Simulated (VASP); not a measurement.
# Ti (Pm-3m) in VASP: single point with PBE

Aim: the single point of Ti with PBE.

All numbers are computed with VASP 6.6.1; they aren't measurements. Logs are shortened: lines on timing, memory, paths and dates and some standing lists are left out, and cuts for length are marked.

## Step 1: The cell of the first run

Symmetry: Pm-3m, No. 221, cubic system. The conventional cell has a = 2.639 Å, b = 2.639 Å, c = 2.639 Å, α = 90.00°, β = 90.00°, γ = 90.00°. Ti (site symmetry m-3m) has 6 Ti at 2.64 Å within 3.5 Å.

This isn't the form of Ti at room conditions, which is hcp.

## Step 2: Single point, PBE (18.38 Å³/atom)

POSCAR

```
Ti
1.0
    2.6391381769      0.0000000000      0.0000000000
    0.0000000000      2.6391381769      0.0000000000
    0.0000000000      0.0000000000      2.6391381769
Ti
1
Direct
    0.0000000000      0.0000000000      0.0000000000
```

INCAR.step1

```
SYSTEM = Ti
ALGO     = Normal         ! electronic algorithm
EDIFF    = 1E-7           ! SCF threshold, eV
ENCUT    = 520            ! plane-wave cutoff, eV
GGA      = PE             ! functional
ISIF     = 2              ! what is computed and relaxed
ISMEAR   = -1             ! smearing method
LASPH    = .TRUE.         ! aspherical terms in the spheres
LCHARG   = .TRUE.         ! write CHGCAR
LMAXMIX  = 4              ! l up to which the mixer works
LREAL    = .FALSE.        ! projectors in reciprocal space
LWAVE    = .FALSE.        ! write WAVECAR
NBANDS   = 12             ! bands
NELM     = 100            ! most SCF steps
PREC     = Accurate       ! precision mode
SIGMA    = 0.05           ! smearing width, eV
```

KPOINTS.step1

```
k-points
0
G
  14 14 14
  0 0 0
```

INCAR.step2

```
SYSTEM = Ti
ALGO     = Normal         ! electronic algorithm
EDIFF    = 1E-7           ! SCF threshold, eV
ENCUT    = 520            ! plane-wave cutoff, eV
GGA      = PE             ! functional
ICHARG   = 11             ! starting density
ISIF     = 2              ! what is computed and relaxed
ISMEAR   = -5             ! smearing method
LASPH    = .TRUE.         ! aspherical terms in the spheres
LCHARG   = .FALSE.        ! write CHGCAR
LMAXMIX  = 4              ! l up to which the mixer works
LORBIT   = 10             ! projections on sites
LREAL    = .FALSE.        ! projectors in reciprocal space
LWAVE    = .FALSE.        ! write WAVECAR
NEDOS    = 1001           ! points of the DOS
NELM     = 100            ! most SCF steps
PREC     = Accurate       ! precision mode
SIGMA    = 0.05           ! smearing width, eV
```

KPOINTS.step2

```
k-points
0
G
  21 21 21
  0 0 0
```

Potentials or basis: VASP PAW PBE potentials, release 64 (Ti_sv).

Command:

```bash
cat potpaw_PBE.64/Ti_sv/POTCAR > POTCAR
cp INCAR.step1 INCAR
cp KPOINTS.step1 KPOINTS
mpirun -np 1 vasp_std > vasp.out
cp INCAR.step2 INCAR
cp KPOINTS.step2 KPOINTS
mpirun -np 1 vasp_std > vasp.out
```

OUTCAR:

```text
SYSTEM = Ti
   EDIFF = 1E-7
   ENCUT = 520
   GGA = PE
   ICHARG = 11
   ISIF = 2
   ISMEAR = -5
   LASPH = .TRUE.
   LORBIT = 10
   LREAL = .FALSE.
   NELM = 100
   PREC = Accurate

 ion  position               nearest neighbor table
   1  0.000  0.000  0.000-

  LATTYP: Found a simple cubic cell.
 ALAT       =     2.6391381769

  Lattice vectors:

 A1 = (   2.6391381769,   0.0000000000,   0.0000000000)
 A2 = (   0.0000000000,   2.6391381769,   0.0000000000)
 A3 = (   0.0000000000,   0.0000000000,   2.6391381769)

Analysis of symmetry for initial positions (statically):
=====================================================================
 Subroutine PRICEL returns:
 Original cell was already a primitive cell.

 Routine SETGRP: Setting up the symmetry group for a
 simple cubic supercell.

 Subroutine GETGRP returns: Found 48 space group operations
 (whereof 48 operations were pure point group operations)
 out of a pool of 48 trial point group operations.

The static configuration has the point symmetry O_h .

Analysis of symmetry for dynamics (positions and initial velocities):
=====================================================================
 Subroutine PRICEL returns:
 Original cell was already a primitive cell.

 Routine SETGRP: Setting up the symmetry group for a
 simple cubic supercell.

 Subroutine GETGRP returns: Found 48 space group operations
 (whereof 48 operations were pure point group operations)
 out of a pool of 48 trial point group operations.

The dynamic configuration has the point symmetry O_h .

 Subroutine INISYM returns: Found 48 space group operations
 (whereof 48 operations are pure point group operations),
 and found     1 'primitive' translations

----------------------------------------------------------------------------------------

                                     Primitive cell

  volume of cell :      18.3817

  direct lattice vectors                    reciprocal lattice vectors
     2.639138177  0.000000000  0.000000000     0.378911574  0.000000000  0.000000000
     0.000000000  2.639138177  0.000000000     0.000000000  0.378911574  0.000000000
     0.000000000  0.000000000  2.639138177     0.000000000  0.000000000  0.378911574

  length of vectors
     2.639138177  2.639138177  2.639138177     0.378911574  0.378911574  0.378911574

  position of ions in fractional coordinates (direct lattice)
     0.000000000  0.000000000  0.000000000

  ion indices of the primitive-cell ions
   primitive index   ion index
                 1           1

----------------------------------------------------------------------------------------

 KPOINTS: k-points

Automatic generation of k-mesh.
 Grid dimensions read from file:
 generate k-points for:   21   21   21

 Generating k-lattice:

  Cartesian coordinates                     Fractional coordinates (reciprocal lattice)
     0.018043408  0.000000000  0.000000000     0.047619048  0.000000000  0.000000000
     0.000000000  0.018043408  0.000000000     0.000000000  0.047619048  0.000000000
     0.000000000  0.000000000  0.018043408     0.000000000  0.000000000  0.047619048

  Length of vectors
     0.018043408  0.018043408  0.018043408

  Shift w.r.t. Gamma in fractional coordinates (k-lattice)
     0.000000000  0.000000000  0.000000000

 TETIRR: Found   4601 inequivalent tetrahedra from    55566

 Subroutine IBZKPT returns following result:
 ===========================================

 Found    286 irreducible k-points:

 Following reciprocal coordinates:
            Coordinates               Weight
  0.000000  0.000000  0.000000      1.000000
  0.047619  0.000000  0.000000      6.000000
  0.095238  0.000000  0.000000      6.000000
  0.142857  0.000000  0.000000      6.000000
  0.190476  0.000000  0.000000      6.000000
  0.238095  0.000000  0.000000      6.000000
[... 16 lines left out ...]
  0.142857  0.095238  0.000000     24.000000
  0.190476  0.095238  0.000000     24.000000
 [... further k-points ...]
   k-points           NKPTS =    286   k-points in BZ     NKDIM =    286   number of bands    NBANDS=     10
   number of dos      NEDOS =   1001   number of ions     NIONS =      1
   total plane-waves  NPLWV =   8000
   dimension x,y,z NGX =    20 NGY =   20 NGZ =   20
   dimension x,y,z NGXF=    40 NGYF=   40 NGZF=   40
   ions per type =               1
   NGX,Y,Z   is equivalent  to a cutoff of  12.60, 12.60, 12.60 a.u.
   NGXF,Y,Z  is equivalent  to a cutoff of  25.20, 25.20, 25.20 a.u.
 SYSTEM =  Ti
   PREC   = accura    normal or accurate (medium, high low for compatibility)
   ISTART =      0    job   : 0-new  1-cont  2-samecut
   ICHARG =     11    charge: 1-file 2-atom 10-const
   ISPIN  =      1    spin polarized calculation?
   LNONCOLLINEAR =      F non collinear calculations
   LSORBIT =      F    spin-orbit coupling
   LASPH  =      T    aspherical Exc in radial PAW
   ENCUT  =  520.0 eV  38.22 Ry    6.18 a.u.   4.91  4.91  4.91*2*pi/ulx,y,z
   NELM   =    100;   NELMIN=  2; NELMDL=  0     # of ELM steps
   EDIFF  = 0.1E-06   stopping-criterion for ELM
   LREAL  =      F    real-space projection
   EDIFFG = 0.1E-05   stopping-criterion for IOM
   NSW    =      0    number of steps for IOM
   IBRION =     -1    ionic relax: 0-MD 1-quasi-New 2-CG
   NFREE  =      0    steps in history (QN), initial steepest desc. (CG)
   ISIF   =      2    stress and relaxation
   ISYM   =      2    0-nonsym 1-usesym 2-fastsym
   POTIM  = 0.5000    time-step for ionic-motion
   TEBEG  =    0.0;   TEEND  =   0.0 temperature during run
   PSTRESS=    0.0 pullay stress
   NELECT =      12.0000    total number of electrons
   NUPDOWN=      -1.0000    fix difference up-down
   EMIN   =  10.00;   EMAX   =-10.00  energy-range for DOS
   EFERMI =   0.00;   METHOD = LEGACY
   ISMEAR =    -5;   SIGMA  =   0.05  broadening in eV -4-tet -1-fermi 0-gaus
   EFERMI_NEDOS =   21; number of points for ismear=-14 and -15
   IALGO  =     38    algorithm
   IMIX   =      4    mixing-type and parameters
     AMIX     =   0.40;   BMIX     =  1.00
     AMIX_MAG =   1.60;   BMIX_MAG =  1.00
  volume/ion in A,a.u.               =      18.38       124.05
  Fermi-wavevector in a.u.,A,eV,Ry     =   1.420168  2.683729 27.441287  2.016878
  Thomas-Fermi vector in A             =   2.541112
   LORBIT       =     10    0 simple, 1 ext, 2 COOP (PROOUT), +10 PAW based schemes
   GGA     = PE    functional components
   LHFCALC =     F    Hartree Fock is set to
   AEXX    =    0.0000 exact exchange contribution
   IVDW    =     0    specifies the selected vdW correction
   LEPSILON=     F    determine dielectric tensor
   LRPA    =     F    only Hartree local field effects (RPA)
 non-spin polarized calculation
 Fermi weights with tetrahedron method with Bloechl corrections
  energy-cutoff  :      520.00
  volume of cell :       18.38
 maximum number of plane-waves:       508
 NGX is ok and might be reduce to    20

 number of electron      11.9999993 magnetization

 Free energy of the ion-electron system (eV)
  ---------------------------------------------------
  ext. energy  EPLUGINS =         0.00000000
  ---------------------------------------------------
  free energy    TOTEN  =        -6.99976021 eV

  energy without entropy =       -6.99976021  energy(sigma->0) =       -6.99976021

 E-fermi :   7.5479     XC(G=0): -11.1264

 val. band max:        7.5663685827   @ k =   0.3810   0.0000   0.0000
 cond. band min:       7.5346666747   @ k =   0.3810   0.1429   0.1429
 fundamental gap:     -0.0317019080
 Fermi energy:         7.5478926502

 k-point     1 :       0.0000    0.0000    0.0000
  band No.  band energies     occupation
      1     -49.0179      2.00000
      2     -24.8048      2.00000
      3     -24.8048      2.00000
      4     -24.8048      2.00000
      5       1.8369      2.00000
      6       6.2657      2.00000
      7       6.2657      2.00000
      8      11.4586      0.00000
      9      11.4586      0.00000
     10      11.4586      0.00000

 k-point     2 :       0.0476    0.0000    0.0000
  band No.  band energies     occupation
      1     -49.0152      2.00000
      2     -24.8249      2.00000
      3     -24.8031      2.00000
      4     -24.8031      2.00000
      5       1.8960      2.00000
      6       6.2802      2.00000
      7       6.3082      2.00000
      8      11.4083      0.00000
      9      11.4083      0.00000
     10      11.4622      0.00000

 k-point     3 :       0.0952    0.0000    0.0000
  band No.  band energies     occupation
      1     -49.0072      2.00000
      2     -24.8830      2.00000
      3     -24.7982      2.00000
      4     -24.7982      2.00000
      5       2.0705      2.00000
      6       6.3227      2.00000
      7       6.4321      2.00000
      8      11.2652      0.00000
      9      11.2652      0.00000
     10      11.4730      0.00000

 k-point     4 :       0.1429    0.0000    0.0000
  band No.  band energies     occupation
      1     -48.9947      2.00000
      2     -24.9734      2.00000
      3     -24.7904      2.00000
      4     -24.7904      2.00000
      5       2.3520      2.00000
      6       6.3903      2.00000
      7       6.6264      2.00000
      8      11.0500      0.00000
      9      11.0500      0.00000
     10      11.4898      0.00000
[... 222 lines left out ...]
 k-point    22 :       0.0952    0.0952    0.0000
  band No.  band energies     occupation
      1     -48.9966      2.00000
      2     -24.8807      2.00000
      3     -24.8712      2.00000
      4     -24.7916      2.00000
      5       2.3004      2.00000
      6       6.4322      2.00000
      7       6.5488      2.00000
      8      11.0593      0.00000
      9      11.2421      0.00000
     10      11.3234      0.00000

 k-point    23 :       0.1429    0.0952    0.0000
  band No.  band energies     occupation
      1     -48.9841      2.00000
      2     -24.9662      2.00000
      3     -24.8672      2.00000
      4     -24.7838      2.00000
      5       2.5771      2.00000
      6       6.5139      2.00000
      7       6.7324      2.00000
      8      10.8331      0.00000
      9      11.0585      0.00000
     10      11.3155      0.00000

 k-point    24 :       0.1905    0.0952    0.0000
  band No.  band energies     occupation
      1     -48.9682      2.00000
      2     -25.0793      2.00000
      3     -24.8568      2.00000
      4     -24.7740      2.00000
      5       2.9454      2.00000
      6       6.6059      2.00000
      7       6.9756      2.00000
      8      10.5670      0.00000
      9      10.8066      0.00000
     10      11.3368      0.00000

 [... further k-points ...]

------------------------ aborting loop because EDIFF is reached ----------------------------------------

  FORCE on cell =-STRESS in cart. coord.  units (eV):
  Direction    XX          YY          ZZ          XY          YZ          ZX
  --------------------------------------------------------------------------------------
  -------------------------------------------------------------------------------------
  Total       -0.1619829     -0.1619829     -0.1619829      0.0000000     -0.0000000      0.0000000
  in kB      -14.1186552    -14.1186552    -14.1186552      0.0000000     -0.0000000      0.0000000
  external PRESSURE =     -14.1186552 kB  Pullay stress =       0.0000000 kB

 VOLUME and BASIS-vectors are now :
 -----------------------------------------------------------------------------
  energy-cutoff  :      520.00
  volume of cell :       18.38
      direct lattice vectors                 reciprocal lattice vectors
     2.639138177  0.000000000  0.000000000     0.378911574  0.000000000  0.000000000
     0.000000000  2.639138177  0.000000000     0.000000000  0.378911574  0.000000000
     0.000000000  0.000000000  2.639138177     0.000000000  0.000000000  0.378911574

 POSITION                                       TOTAL-FORCE (eV/Angst)
 -----------------------------------------------------------------------------------
      0.00000      0.00000      0.00000         0.000000      0.000000      0.000000
 -----------------------------------------------------------------------------------
    total drift:                               -0.000000      0.000000     -0.000000

  FREE ENERGIE OF THE ION-ELECTRON SYSTEM (eV)
  ---------------------------------------------------
  free  energy   TOTEN  =        -6.9997602118 eV

  energy  without entropy=       -6.9997602118  energy(sigma->0) =       -6.99976021

 total charge

# of ion       s       p       d       tot
------------------------------------------
    1        2.250   6.068   2.049  10.366
```

Run time: 40 s. Hardware: 1 thread of Intel Xeon Platinum 8488C (Sapphire Rapids), shared host; peak memory 0.17 GiB.

What came out:

| Property | Result |
| --- | --- |
| Valence electrons inside the program's atomic spheres | Ti 10.37 |
